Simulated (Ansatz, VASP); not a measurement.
Two plane-wave programs on P

```xyz
3
Lattice="2.4281 0.0000 0.0000 0.0000 3.5414 0.0000 0.0000 0.0000 5.5734" Properties=species:S:1:pos:R:3 pbc="T T T"
P     1.2140    1.7707    4.4478
P     1.2140    1.7707    1.1256
P     1.2140    0.0000    2.7867
```

Alike in both runs: task relaxation of cell and atoms; functional PBE; k mesh 18 × 14 × 8; occupations gaussian, width 0.1 eV; no spin polarisation.

|  | VASP | Ansatz |
| --- | --- | --- |
| version | VASP 6.6.1 | Ansatz 0.2.0 |
| potentials or method | VASP PAW PBE potentials, release 64 (P), cutoff 600 eV | scalar-relativistic, plane waves, PAW |
| valence electrons in the cell | 15 | 15 |

|  | VASP | Ansatz | Ansatz less VASP |
| --- | --- | --- | --- |
| gap on the k mesh at the Fermi level, each at its own relaxed structure (eV) | none | none | - |
| relaxed volume (Å³/atom) | 16.06 | 16.10 | +0.036 |
| relaxed cell length with the largest relative difference (Å) | 5.596 | 5.601 | +0.0051 |

A gap of «none» marks a metal or a gap that the smearing closes.
